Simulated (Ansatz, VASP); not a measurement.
## Two plane-wave programs on C

```
CELL_PARAMETERS angstrom
0.00000 2.01036 2.01036
2.01036 0.00000 2.01036
2.01036 2.01036 0.00000
ATOMIC_POSITIONS crystal
C 0.78500 0.90500 0.90500
C 0.21500 0.09500 0.09500
```

Change from the starting cell: shortest bond scaled by 0.76, PAW files.

Alike in both runs: task electric field gradients; functional PBE; k mesh 13 × 13 × 13; occupations fermi-dirac, width 0.05 eV; no spin polarisation.

|  | VASP | Ansatz |
| --- | --- | --- |
| version | VASP 6.6.1 | Ansatz 0.2.0 |
| potentials or method | VASP PAW PBE potentials, release 64 (C) | PAW with Ansatz's default frozen-core files, scalar-relativistic |
| plane-wave cutoff (eV) | 520 | 420 |
| valence electrons in the cell | 8 | 8 |

Ansatz gave:

- pressure (GPa): -36.3
- traceless stress, the component that is largest in VASP (GPa): 0.72
- rms of the force components (eV/Å): 5.247
- size of Vzz on the site where it differs most (V/Å²): 16.2

Question: Estimate VASP's values.

Answer: Pressure (GPa): -35.9; traceless stress, the component that is largest in VASP (GPa): 0.42; rms of the force components (eV/Å): 5.283; size of Vzz on the site where it differs most (V/Å²): 23.0.

Atom by atom the forces differ by 0.037 eV/Å (rms over components). Both programs put the cell under strong tension, so it lies far from rest at this level.

Noted on VASP's run: the cell as given lies far from equilibrium.
